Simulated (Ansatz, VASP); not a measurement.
## Two plane-wave programs on C

```xyz
4
Lattice="1.2333 -2.1360 0.0000 1.2333 2.1360 0.0000 0.0000 0.0000 8.7070" Properties=species:S:1:pos:R:3 pbc="T T T"
C     1.2333    1.6092    6.1059
C     1.2333   -0.1852    2.6011
C     1.2333   -1.6092    2.6011
C     1.2333    0.1852    6.1059
```

Change from the starting cell: mode 1 frozen in at -0.171 Å and mode 6 at -0.427 Å (largest displacements).

Alike in both runs: task single point; functional PBE; k mesh 18 × 18 × 6; occupations gaussian, width 0.15 eV; no spin polarisation.

|  | VASP | Ansatz |
| --- | --- | --- |
| version | VASP 6.6.1 | Ansatz 0.2.0 |
| potentials or method | VASP PAW PBE potentials, release 64 (C), cutoff 520 eV | scalar-relativistic, plane waves, PAW |
| valence electrons in the cell | 16 | 16 |

VASP gave:

* gap on the k mesh at the Fermi level (eV): 0.12
* least direct gap on the mesh (eV): 0.12
* pressure (GPa): 0.5
* traceless stress, the component that is largest in VASP (GPa): 0.20
* rms of the force components (eV/Å): 0.021

Which values does Ansatz return?

gap on the k mesh at the Fermi level (eV): 0.12; least direct gap on the mesh (eV): 0.12; pressure (GPa): 0.2; traceless stress, the component that is largest in VASP (GPa): 0.61; rms of the force components (eV/Å): 0.021.

Atom by atom the forces differ by 0.000 eV/Å (rms over components). With one functional, cell and mesh, what is left measures potentials, basis and numerics.
